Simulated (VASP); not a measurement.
Crystal: ZnO.

```xyz
4
Lattice="3.2880 0.0000 0.0000 -1.6440 2.8475 0.0000 0.0000 0.0000 7.1304" Properties=species:S:1:pos:R:3 pbc="T T T"
Zn    0.0000    0.0000    1.7826
Zn    0.0000    0.0000    5.3478
O     1.6440    0.9492    5.3478
O     0.0000    1.8983    1.7826
```

Base run:

* Program: VASP 6.6.1
* Functional: PBE
* Dispersion: TS
* Potentials or basis: VASP PAW PBE potentials, release 64 (Zn, O)
* Cutoff: 520 eV
* k mesh: 7 × 7 × 3
* Occupations: gaussian, width 0.02 eV
* Spin: no spin polarisation

Its results: band gap on the k mesh 0.82 eV; pressure -1.5 GPa.

Q: The run is repeated on the same cell with these changes: dispersion from TS to D2. What comes out?

A: Band gap on the k mesh 0.82 eV; pressure -1.9 GPa.

